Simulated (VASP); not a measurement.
# WSe2 (P6_3/mmc) in VASP: further runs, part 2 of 2

VASP 6.6.1.

### 3 Single point, PBEsol+D3(BJ) (strain +0.0100 x Voigt [1, 1, 0, 0, 0, 0])

File INCAR:

```
PREC = Accurate
ENCUT = 520
EDIFF = 1E-6
ISMEAR = 0
SIGMA = 0.05
LREAL = False
LASPH = True
NELM = 100
ALGO = Normal
ISIF = 2
LWAVE = False
LCHARG = False
GGA = PS
IVDW = 12
NBANDS = 35
```

File KPOINTS:

```
regular mesh
0
Gamma
  12 12 4
```

File POSCAR:

```
WSe2
1.0
    3.2627603397      0.0000000000      0.0000000000
   -1.6313801698      2.8256333407      0.0000000000
    0.0000000000      0.0000000000     12.4145017028
W Se
2 4
Direct
    0.3333333333      0.6666666667      0.2500000000
    0.6666666667      0.3333333333      0.7500000000
    0.3333333333      0.6666666667      0.6145805872
    0.6666666667      0.3333333333      0.1145805872
    0.3333333333      0.6666666667      0.8854194128
    0.6666666667      0.3333333333      0.3854194128
```

Potentials or basis: VASP PAW PBE potentials, release 64 (W_sv, Se).

The run is started by

```console
cat potpaw_PBE.64/W_sv/POTCAR potpaw_PBE.64/Se/POTCAR > POTCAR
mpirun -np 1 vasp_std > vasp.out
```

It took 3.4 min on 1 thread of Intel Xeon 8259CL, shared host; peak memory 0.36 GiB.

The run converged. Its results:

```yaml
Free_energy: -49.2753 eV
Pressure: -2.4 GPa
Largest_force: 0.157 eV/Å
Band_gap_on_the_k_mesh: 0.70 eV (least direct gap 1.56 eV)
Dispersion_energy_per_atom: -0.467 eV
```

Forces on the atoms (eV/Å):
```
W    0.000  0.000  0.000
W    0.000  0.000  0.000
Se   0.000  0.000  0.157
Se   0.000  0.000  0.157
Se   0.000  0.000 -0.157
Se   0.000  0.000 -0.157
```

Stress tensor (GPa, compression positive):
```
-2.84  0.00  0.00
 0.00 -2.84  0.00
 0.00  0.00 -1.59
```

Levels at points of the mesh, in eV from the valence-band top:
```tsv
k point	band 24	band 25	band 26	band 27	band 28	band 29
(0.00, 0.00, 0.00)	-1.39	-0.73	0.00	2.53	2.53	2.55
(0.50, 0.00, 0.00)	-1.55	-1.43	-1.09	2.08	2.12	2.14
(0.00, 0.00, 0.50)	-1.61	-0.17	-0.17	2.52	2.52	2.52
(0.50, 0.00, 0.50)	-1.52	-1.32	-1.32	2.10	2.10	2.45
```

Caveat: the cell differs from its parent crystal (strain +0.0100 x Voigt [1, 1, 0, 0, 0, 0]); the PAW data sets were made with another functional, which shifts forces and pressure a little; spin-orbit coupling is left out, which moves the levels of the heavy elements.

### 4 Single point, PBEsol+D3(BJ) (strain +0.0200 x Voigt [1, 1, 0, 0, 0, 0])

File INCAR:

```
PREC = Accurate
ENCUT = 520
EDIFF = 1E-6
ISMEAR = 0
SIGMA = 0.05
LREAL = False
LASPH = True
NELM = 60
ALGO = Normal
ISIF = 2
LWAVE = False
LCHARG = True
GGA = PS
IVDW = 12
LELF = True
LVHAR = True
NBANDS = 35
```

KPOINTS is that of step 3.

POSCAR: that of step 3 with these lines changed.

```diff
@@ -2,4 +2,4 @@
 1.0
-    3.2627603397      0.0000000000      0.0000000000
-   -1.6313801698      2.8256333407      0.0000000000
+    3.2950648975      0.0000000000      0.0000000000
+   -1.6475324487      2.8536099084      0.0000000000
     0.0000000000      0.0000000000     12.4145017028
```

The run is started by

```console
cat potpaw_PBE.64/W_sv/POTCAR potpaw_PBE.64/Se/POTCAR > POTCAR
mpirun -np 1 vasp_std > vasp.out
```

Run time: 6 min. Hardware: 1 thread of Intel Xeon 8259CL, shared host; peak memory 0.38 GiB.

Results (log left out):

```
Free energy                : -49.2138 eV
Pressure                   : -5.1 GPa
Largest force              : 0.363 eV/Å
Band gap on the k mesh     : 0.71 eV (least direct gap 1.46 eV)
Dispersion energy per atom : -0.458 eV
```

Forces in eV/Å, atoms in the order of the input:
```
W    0.000  0.000  0.000
W    0.000  0.000  0.000
Se   0.000  0.000  0.363
Se   0.000  0.000  0.363
Se   0.000  0.000 -0.363
Se   0.000  0.000 -0.363
```

Stress tensor (GPa, compression positive):
```
-5.82  0.00  0.00
 0.00 -5.82  0.00
 0.00  0.00 -3.55
```

Levels at points of the mesh, in eV from the valence-band top:
```csv
k point,band 22,band 23,band 24,band 25,band 26,band 27,band 28,band 29,band 30,band 31
"(0.00, 0.00, 0.00)",-1.61,-1.61,-1.29,-0.69,0.00,2.42,2.42,2.44,2.44,2.51
"(0.50, 0.00, 0.00)",-2.47,-1.68,-1.63,-1.40,-1.17,1.94,2.01,2.06,2.52,2.70
"(0.00, 0.00, 0.50)",-1.67,-1.67,-1.67,-0.15,-0.15,2.41,2.41,2.41,2.41,2.68
"(0.50, 0.00, 0.50)",-2.74,-1.49,-1.49,-1.40,-1.40,1.97,1.97,2.35,2.35,3.18
```

Caveat: the cell differs from its parent crystal (strain +0.0200 x Voigt [1, 1, 0, 0, 0, 0]); the cell stands under tension; the PAW data sets were made with another functional, which shifts forces and pressure a little; spin-orbit coupling is left out, which moves the levels of the heavy elements.

### 5 Single point, PBEsol+D3(BJ) (strain +0.0300 x Voigt [1, 1, 0, 0, 0, 0])

File INCAR:

```
PREC = Accurate
ENCUT = 520
EDIFF = 1E-6
ISMEAR = 0
SIGMA = 0.05
LREAL = F
LASPH = T
NELM = 100
ALGO = Normal
ISIF = 2
LWAVE = F
LCHARG = F
GGA = PS
IVDW = 12
NBANDS = 35
```

File KPOINTS:

```
Automatic mesh
0
Gamma
  12 12 4
```

POSCAR: that of step 4 with these lines changed.

```diff
@@ -2,4 +2,4 @@
 1.0
-    3.2950648975      0.0000000000      0.0000000000
-   -1.6475324487      2.8536099084      0.0000000000
+    3.3273694553      0.0000000000      0.0000000000
+   -1.6636847276      2.8815864761      0.0000000000
     0.0000000000      0.0000000000     12.4145017028
```

The run is started by

```console
cat potpaw_PBE.64/W_sv/POTCAR potpaw_PBE.64/Se/POTCAR > POTCAR
mpirun -np 1 vasp_std > vasp.out
```

Run time: 6.1 min. Hardware: 1 thread of Intel Xeon 8259CL, shared host; peak memory 0.38 GiB.

The run converged. Its results:

```
Free energy                : -49.1112 eV
Pressure                   : -7.4 GPa
Largest force              : 0.555 eV/Å
Band gap on the k mesh     : 0.72 eV (least direct gap 1.37 eV)
Dispersion energy per atom : -0.449 eV
```

Forces on the atoms (eV/Å):
```
W    0.000  0.000  0.000
W    0.000  0.000  0.000
Se   0.000  0.000  0.555
Se   0.000  0.000  0.555
Se   0.000  0.000 -0.555
Se   0.000  0.000 -0.555
```

Stress tensor (GPa, compression positive):
```
-8.51  0.00  0.00
 0.00 -8.51  0.00
 0.00  0.00 -5.30
```

Levels at points of the mesh, in eV from the valence-band top:
| k point | band 23 | band 24 | band 25 | band 26 | band 27 | band 28 | band 29 | band 30 |
| --- | --- | --- | --- | --- | --- | --- | --- | --- |
| (0.00, 0.00, 0.00) | -1.66 | -1.20 | -0.63 | 0.00 | 2.32 | 2.32 | 2.33 | 2.33 |
| (0.50, 0.00, 0.00) | -1.69 | -1.66 | -1.36 | -1.24 | 1.82 | 1.88 | 2.00 | 2.38 |
| (0.00, 0.00, 0.50) | -1.72 | -1.72 | -0.13 | -0.13 | 2.31 | 2.31 | 2.31 | 2.31 |
| (0.50, 0.00, 0.50) | -1.46 | -1.46 | -1.46 | -1.46 | 1.84 | 1.84 | 2.24 | 2.24 |

Caveat: the cell differs from its parent crystal (strain +0.0300 x Voigt [1, 1, 0, 0, 0, 0]); the cell stands under tension; the PAW data sets were made with another functional, which shifts forces and pressure a little; spin-orbit coupling is left out, which moves the levels of the heavy elements.

### 6 Single point, PBEsol+D3(BJ) (strain +0.0350 x Voigt [1, 1, 0, 0, 0, 0])

File INCAR:

```
SYSTEM = WSe2
ALGO = Normal ; EDIFF = 1E-6
ENCUT = 520 ; GGA = PS
ISIF = 2 ; ISMEAR = 0
IVDW = 12 ; LASPH = .TRUE.
LCHARG = .TRUE. ; LELF = .TRUE.
LREAL = .FALSE. ; LVHAR = .TRUE.
LWAVE = .FALSE. ; NBANDS = 35
NELM = 80 ; PREC = Accurate
SIGMA = 0.05
```

File KPOINTS:

```
k-points
0
G
  12 12 4
  0 0 0
```

POSCAR: that of step 5 with these lines changed.

```diff
@@ -2,4 +2,4 @@
 1.0
-    3.3273694553      0.0000000000      0.0000000000
-   -1.6636847276      2.8815864761      0.0000000000
+    3.3435217342      0.0000000000      0.0000000000
+   -1.6717608671      2.8955747600      0.0000000000
     0.0000000000      0.0000000000     12.4145017028
```

Potentials or basis: VASP PAW PBE potentials, release 64 (W_sv, Se).

The run is started by

```console
cat potpaw_PBE.64/W_sv/POTCAR potpaw_PBE.64/Se/POTCAR > POTCAR
mpirun -np 1 vasp_std > vasp.out
```

Wall time 6.3 min (1 thread of Intel Xeon 8259CL, shared host); peak memory 0.38 GiB.

The run converged. Its results:

| Item | Value |
| --- | --- |
| Free energy | -49.0454 eV |
| Pressure | -8.5 GPa |
| Largest force | 0.646 eV/Å |
| Band gap on the k mesh | 0.72 eV (least direct gap 1.33 eV) |
| Dispersion energy per atom | -0.444 eV |

Forces in eV/Å, atoms in the order of the input:
```
W    0.000  0.000  0.000
W    0.000  0.000  0.000
Se   0.000  0.000  0.646
Se   0.000  0.000  0.646
Se   0.000  0.000 -0.646
Se   0.000  0.000 -0.646
```

Stress tensor (GPa, compression positive):
```
-9.76  0.00  0.00
 0.00 -9.76  0.00
 0.00  0.00 -6.11
```

Levels at points of the mesh, in eV from the valence-band top:
```csv
k point,band 23,band 24,band 25,band 26,band 27,band 28,band 29,band 30
"(0.00, 0.00, 0.00)",-1.68,-1.15,-0.61,0.00,2.27,2.27,2.28,2.28
"(0.50, 0.00, 0.00)",-1.72,-1.65,-1.34,-1.27,1.76,1.83,1.97,2.31
"(0.00, 0.00, 0.50)",-1.74,-1.74,-0.12,-0.12,2.26,2.26,2.26,2.26
"(0.50, 0.00, 0.50)",-1.49,-1.49,-1.45,-1.45,1.78,1.78,2.19,2.19
```

Caveat: the cell differs from its parent crystal (strain +0.0350 x Voigt [1, 1, 0, 0, 0, 0]); the cell stands under tension; the PAW data sets were made with another functional, which shifts forces and pressure a little; spin-orbit coupling is left out, which moves the levels of the heavy elements.

### 7 The runs side by side

```csv
cell,gap on the mesh (eV),pressure (GPa),largest force (eV/Å)
"a = 3.360, b = 3.360, c = 12.415 Å, angles 90.0, 90.0, 120.0°, 6 atoms",0.73,-9.6,0.73
"a = 3.263, b = 3.263, c = 12.415 Å, angles 90.0, 90.0, 120.0°, 6 atoms",0.70,-2.4,0.16
"a = 3.295, b = 3.295, c = 12.415 Å, angles 90.0, 90.0, 120.0°, 6 atoms",0.71,-5.1,0.36
"a = 3.327, b = 3.327, c = 12.415 Å, angles 90.0, 90.0, 120.0°, 6 atoms",0.72,-7.4,0.55
"a = 3.344, b = 3.344, c = 12.415 Å, angles 90.0, 90.0, 120.0°, 6 atoms",0.72,-8.5,0.65
```

Alike in all rows: task single point; level PBEsol+D3(BJ); potentials or basis VASP PAW PBE potentials, release 64 (W_sv, Se); no spin polarisation; k mesh 12 × 12 × 4; cutoff (eV) 520; smearing gaussian 0.05 eV.

Caveats: the PAW data sets were made with another functional, which shifts forces and pressure a little; spin-orbit coupling is left out, which moves the levels of the heavy elements; the cell stands under tension (at least some runs).

Absolute energies hang on the potentials; compare differences alone.
